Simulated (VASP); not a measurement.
# BaTe: single point with LDA

BaTe:

```
CELL_PARAMETERS angstrom
0.00000 3.41000 3.41000
3.41000 0.00000 3.41000
3.41000 3.41000 0.00000
ATOMIC_POSITIONS crystal
Ba 0.00000 0.00000 0.00000
Te 0.50000 0.50000 0.50000
```

- Program: VASP 6.6.1
- Task: single point
- Functional: LDA
- Potentials or basis: VASP PAW LDA potentials, release 64 (Ba_sv, Te)
- Cutoff: 520 eV
- k mesh: 10 × 10 × 10
- Occupations: fermi-dirac, width 0.05 eV
- Spin: no spin polarisation
- Dipole correction: no
- Further INCAR settings: ALGO = Normal; EDIFF = 1e-07; NBANDS = 15

| Item | Value |
| --- | --- |
| Pressure | 1.2 GPa |
| Band gap on the k mesh | 1.21 eV (least direct gap 1.59 eV) |

Levels at points of the mesh, in eV from the valence-band top:
| k point | band 6 | band 7 | band 8 | band 9 | band 10 | band 11 |
| --- | --- | --- | --- | --- | --- | --- |
| (0.00, 0.00, 0.00) | 0.00 | 0.00 | 0.00 | 2.75 | 2.75 | 2.75 |
| (0.50, 0.00, 0.00) | -2.52 | -1.32 | -1.32 | 4.18 | 4.82 | 4.93 |
| (0.50, 0.50, 0.00) | -1.16 | -0.38 | -0.38 | 1.21 | 4.51 | 4.82 |

Wall time 40 s on 1 thread of Intel(R) Xeon(R) Platinum 8488C (Sapphire Rapids) (shared host), peak memory 0.21 GiB.

Caveat: spin-orbit coupling is left out, which moves the levels of the heavy elements. A k mesh can miss the band edges.
